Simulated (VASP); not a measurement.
# C (I4_1/amd) in VASP: further runs, part 3 of 3

VASP 6.6.1. The steps go on from the part before.

## (6) Single point, PBEsol (in-plane strain +0.02)

INCAR

```
SYSTEM = C
ALGO = Normal
EDIFF = 1E-6
ENCUT = 520
GGA = PS
ISIF = 2
ISMEAR = 0
LASPH = .True.
LCHARG = .True.
LELF = .True.
LREAL = .False.
LVHAR = .True.
LWAVE = .False.
NBANDS = 11
NELM = 60
PREC = Accurate
SIGMA = 0.01
```

KPOINTS

```
k-points
0
Gamma
  12 12 12
  0 0 0
```

POSCAR

```
C
1.0
    1.8124417993      1.8124417993      0.0000000000
   -1.8124417993      1.8124417993      0.0000000000
    0.0000000000      1.8124417993      1.7555808801
C
2
Direct
    0.5000000000      0.5000000000      0.0000000000
    0.7500000000      0.2500000000      0.5000000000
```

Potentials or basis: VASP PAW PBE potentials, release 64 (C).

Started as:

```bash
cat potpaw_PBE.64/C/POTCAR > POTCAR
mpirun -np 1 vasp_std > vasp.out
```

OUTCAR:

```text
SYSTEM = C
   EDIFF = 1E-6
   ENCUT = 520
   GGA = PS
   ISIF = 2
   ISMEAR = 0
   LASPH = .True.
   LREAL = .False.
   NELM = 60
   PREC = Accurate

 ion  position               nearest neighbor table
   1  0.500  0.500  0.000-   2 1.55   2 1.55   2 1.55   2 1.55
   2  0.750  0.250  0.500-   1 1.55   1 1.55   1 1.55   1 1.55

  LATTYP: Found a body centered tetragonal cell.
 ALAT       =     2.5631797736
 C/A-ratio  =     1.3698460781

  Lattice vectors:

 A1 = (   1.8124417993,   0.0000000000,  -1.7555808801)
 A2 = (  -1.8124417993,   0.0000000000,  -1.7555808801)
 A3 = (   0.0000000000,   1.8124417993,   1.7555808801)

Analysis of symmetry for initial positions (statically):
=====================================================================
 Subroutine PRICEL returns:
 Original cell was already a primitive cell.

 Routine SETGRP: Setting up the symmetry group for a
 body centered tetragonal supercell.

 Subroutine GETGRP returns: Found 16 space group operations
 (whereof  8 operations were pure point group operations)
 out of a pool of 16 trial point group operations.

The static configuration has the point symmetry D_2d.
 The point group associated with its full space group is D_4h.

Analysis of symmetry for dynamics (positions and initial velocities):
=====================================================================
 Subroutine PRICEL returns:
 Original cell was already a primitive cell.

 Routine SETGRP: Setting up the symmetry group for a
 body centered tetragonal supercell.

 Subroutine GETGRP returns: Found 16 space group operations
 (whereof  8 operations were pure point group operations)
 out of a pool of 16 trial point group operations.

The dynamic configuration has the point symmetry D_2d.
 The point group associated with its full space group is D_4h.

 Subroutine INISYM returns: Found 16 space group operations
 (whereof  8 operations are pure point group operations),
 and found     1 'primitive' translations

----------------------------------------------------------------------------------------

                                     Primitive cell

  volume of cell :      11.5340

  direct lattice vectors                    reciprocal lattice vectors
     1.812441799  1.812441799  0.000000000     0.275870927  0.275870927 -0.284806018
    -1.812441799  1.812441799  0.000000000    -0.275870927  0.275870927 -0.284806018
     0.000000000  1.812441799  1.755580880     0.000000000  0.000000000  0.569612036

  length of vectors
     2.563179774  2.563179774  2.523293384     0.483036236  0.483036236  0.569612036

  position of ions in fractional coordinates (direct lattice)
     0.500000000  0.500000000  0.000000000
     0.750000000  0.250000000  0.500000000

  ion indices of the primitive-cell ions
   primitive index   ion index
                 1           1
                 2           2

----------------------------------------------------------------------------------------

 KPOINTS: k-points

Automatic generation of k-mesh.
 Grid dimensions read from file:
 generate k-points for:   12   12   12

 Generating k-lattice:

  Cartesian coordinates                     Fractional coordinates (reciprocal lattice)
     0.022989244  0.022989244 -0.023733835     0.083333333  0.000000000  0.000000000
    -0.022989244  0.022989244 -0.023733835     0.000000000  0.083333333  0.000000000
     0.000000000  0.000000000  0.047467670     0.000000000  0.000000000  0.083333333

  Length of vectors
     0.040253020  0.040253020  0.047467670

  Shift w.r.t. Gamma in fractional coordinates (k-lattice)
     0.000000000  0.000000000  0.000000000

 Subroutine IBZKPT returns following result:
 ===========================================

 Found    163 irreducible k-points:

 Following reciprocal coordinates:
            Coordinates               Weight
  0.000000  0.000000  0.000000      1.000000
  0.083333  0.000000  0.000000      8.000000
  0.166667  0.000000  0.000000      8.000000
  0.250000  0.000000  0.000000      8.000000
  0.333333  0.000000  0.000000      8.000000
  0.416667  0.000000  0.000000      8.000000
[... 16 lines left out ...]
  0.500000  0.166667  0.000000     16.000000
 -0.416667  0.166667  0.000000     16.000000
 [... further k-points ...]
   k-points           NKPTS =    163   k-points in BZ     NKDIM =    163   number of bands    NBANDS=     11
   number of dos      NEDOS =    301   number of ions     NIONS =      2
   total plane-waves  NPLWV =   8000
   dimension x,y,z NGX =    20 NGY =   20 NGZ =   20
   dimension x,y,z NGXF=    40 NGYF=   40 NGZF=   40
   ions per type =               2
   NGX,Y,Z   is equivalent  to a cutoff of  12.97, 12.97, 13.18 a.u.
   NGXF,Y,Z  is equivalent  to a cutoff of  25.94, 25.94, 26.35 a.u.
 SYSTEM =  C
   PREC   = accura    normal or accurate (medium, high low for compatibility)
   ISTART =      0    job   : 0-new  1-cont  2-samecut
   ICHARG =      2    charge: 1-file 2-atom 10-const
   ISPIN  =      1    spin polarized calculation?
   LNONCOLLINEAR =      F non collinear calculations
   LSORBIT =      F    spin-orbit coupling
   LASPH  =      T    aspherical Exc in radial PAW
   ENCUT  =  520.0 eV  38.22 Ry    6.18 a.u.   4.77  4.77  4.69*2*pi/ulx,y,z
   NELM   =     60;   NELMIN=  2; NELMDL= -5     # of ELM steps
   EDIFF  = 0.1E-05   stopping-criterion for ELM
   LREAL  =      F    real-space projection
   EDIFFG = 0.1E-04   stopping-criterion for IOM
   NSW    =      0    number of steps for IOM
   IBRION =     -1    ionic relax: 0-MD 1-quasi-New 2-CG
   NFREE  =      0    steps in history (QN), initial steepest desc. (CG)
   ISIF   =      2    stress and relaxation
   ISYM   =      2    0-nonsym 1-usesym 2-fastsym
   POTIM  = 0.5000    time-step for ionic-motion
   TEBEG  =    0.0;   TEEND  =   0.0 temperature during run
   PSTRESS=    0.0 pullay stress
   NELECT =       8.0000    total number of electrons
   NUPDOWN=      -1.0000    fix difference up-down
   EMIN   =  10.00;   EMAX   =-10.00  energy-range for DOS
   EFERMI =   0.00;   METHOD = LEGACY
   ISMEAR =     0;   SIGMA  =   0.01  broadening in eV -4-tet -1-fermi 0-gaus
   EFERMI_NEDOS =   21; number of points for ismear=-14 and -15
   IALGO  =     38    algorithm
   IMIX   =      4    mixing-type and parameters
     AMIX     =   0.40;   BMIX     =  1.00
     AMIX_MAG =   1.60;   BMIX_MAG =  1.00
  volume/ion in A,a.u.               =       5.77        38.92
  Fermi-wavevector in a.u.,A,eV,Ry     =   1.449145  2.738487 28.572522  2.100021
  Thomas-Fermi vector in A             =   2.566905
   LORBIT       =      0    0 simple, 1 ext, 2 COOP (PROOUT), +10 PAW based schemes
   GGA     = PS    functional components
   LHFCALC =     F    Hartree Fock is set to
   AEXX    =    0.0000 exact exchange contribution
   IVDW    =     0    specifies the selected vdW correction
   LEPSILON=     F    determine dielectric tensor
   LRPA    =     F    only Hartree local field effects (RPA)
 non-spin polarized calculation
 Gauss-broadening in eV      SIGMA  =   0.01
  energy-cutoff  :      520.00
  volume of cell :       11.53
 maximum number of plane-waves:       323
   NGX =  9   NGY =  9   NGZ =  9

 number of electron       8.0000000 magnetization

 Free energy of the ion-electron system (eV)
  ---------------------------------------------------
  ext. energy  EPLUGINS =         0.00000000
  ---------------------------------------------------
  free energy    TOTEN  =       -19.21887879 eV

  energy without entropy =      -19.21887879  energy(sigma->0) =      -19.21887879

 E-fermi :   9.8222     XC(G=0): -13.3522

 val. band max:        9.7776379542   @ k =   0.0000   0.0000   0.0000
 cond. band min:      12.9871055385   @ k =   0.0000   0.0000   0.3333
 fundamental gap:      3.2094675842
 Fermi energy:         9.8222363229

 k-point     1 :       0.0000    0.0000    0.0000
  band No.  band energies     occupation
      1     -11.8277      2.00000
      2       9.3189      2.00000
      3       9.3189      2.00000
      4       9.7776      2.00000
      5      14.7178      0.00000
      6      15.1037      0.00000
      7      15.1037      0.00000
      8      22.4487      0.00000
      9      28.2269      0.00000
     10      34.9357      0.00000
     11      35.9724      0.00000
[... 309 lines left out ...]
 k-point    24 :      -0.4167    0.1667    0.0000
  band No.  band energies     occupation
      1      -7.7380      2.00000
      2      -0.1726      2.00000
      3       5.0323      2.00000
      4       5.6328      2.00000
      5      16.1742      0.00000
      6      19.8038      0.00000
      7      20.7536      0.00000
      8      22.0620      0.00000
      9      29.9919      0.00000
     10      31.2737      0.00000
     11      36.4301      0.00000

 [... further k-points ...]
[... 5 lines left out ...]
  --------------------------------------------------------------------------------------
  -------------------------------------------------------------------------------------
  Total       -1.4442592     -1.4442592      0.5586594      0.0000000      0.0000000     -0.0000000
  in kB     -200.6211663   -200.6211663     77.6030367      0.0000000      0.0000000     -0.0000000
  external PRESSURE =    -107.8797653 kB  Pullay stress =       0.0000000 kB

 VOLUME and BASIS-vectors are now :
 -----------------------------------------------------------------------------
  energy-cutoff  :      520.00
  volume of cell :       11.53
      direct lattice vectors                 reciprocal lattice vectors
     1.812441799  1.812441799  0.000000000     0.275870927  0.275870927 -0.284806018
    -1.812441799  1.812441799  0.000000000    -0.275870927  0.275870927 -0.284806018
     0.000000000  1.812441799  1.755580880     0.000000000  0.000000000  0.569612036

 POSITION                                       TOTAL-FORCE (eV/Angst)
 -----------------------------------------------------------------------------------
      0.00000      1.81244      0.00000         0.000000     -0.000000      0.000000
      0.90622      2.71866      0.87779        -0.000000      0.000000      0.000000
 -----------------------------------------------------------------------------------
    total drift:                                0.000000     -0.000000      0.000000

  FREE ENERGIE OF THE ION-ELECTRON SYSTEM (eV)
  ---------------------------------------------------
  free  energy   TOTEN  =       -19.2188787896 eV

  energy  without entropy=      -19.2188787896  energy(sigma->0) =      -19.21887879
```

It took 16 s on 1 thread of Intel Xeon Platinum 8259CL at 2.50GHz (Skylake/Cascade Lake), shared host; peak memory 0.12 GiB.

What came out:

```yaml
Free_energy: -19.2189 eV
Pressure: -10.8 GPa
Band_gap_on_the_k_mesh: 3.21 eV, indirect (least direct gap 4.94 eV)
```

Levels at points of the mesh, in eV from the valence-band top:
| k point | band 1 | band 2 | band 3 | band 4 | band 5 | band 6 | band 7 | band 8 |
| --- | --- | --- | --- | --- | --- | --- | --- | --- |
| (0.00, 0.00, 0.00) | -21.61 | -0.46 | -0.46 | 0.00 | 4.94 | 5.33 | 5.33 | 12.67 |
| (0.50, 0.00, 0.00) | -15.86 | -13.58 | -3.35 | -2.80 | 7.65 | 7.87 | 8.80 | 15.05 |
| (0.50, 0.50, 0.00) | -13.12 | -13.12 | -6.38 | -6.38 | 4.51 | 4.51 | 16.12 | 16.12 |
| (0.00, 0.00, 0.50) | -12.63 | -12.63 | -6.85 | -6.85 | 3.78 | 3.78 | 16.33 | 16.33 |

Caveat: the cell differs from its parent crystal (in-plane strain +0.02); the PAW data sets were made with another functional, which shifts forces and pressure a little. A k mesh can miss the band edges.

## (7) The runs side by side

| cell | gap on the mesh (eV) | pressure (GPa) |
| --- | --- | --- |
| a = 2.525, b = 2.525, c = 2.518 Å, angles 59.9, 59.9, 90.0°, 2 atoms | 3.88 | -2.8 |
| a = 2.538, b = 2.538, c = 2.522 Å, angles 59.8, 59.8, 90.0°, 2 atoms | 3.71 | -6.5 |
| a = 2.538, b = 2.538, c = 2.518 Å, angles 59.7, 59.7, 90.0°, 2 atoms | 3.63 | -5.1 |
| a = 2.563, b = 2.563, c = 2.532 Å, angles 59.6, 59.6, 90.0°, 2 atoms | 3.37 | -13.6 |
| a = 2.563, b = 2.563, c = 2.523 Å, angles 59.5, 59.5, 90.0°, 2 atoms | 3.21 | -10.8 |

Alike in all rows: task single point; level PBEsol; potentials or basis VASP PAW PBE potentials, release 64 (C); no spin polarisation; k mesh 12 × 12 × 12; cutoff (eV) 520; smearing gaussian 0.01 eV.

Caveats: the PAW data sets were made with another functional, which shifts forces and pressure a little.

Absolute energies hang on the potentials; compare differences alone.
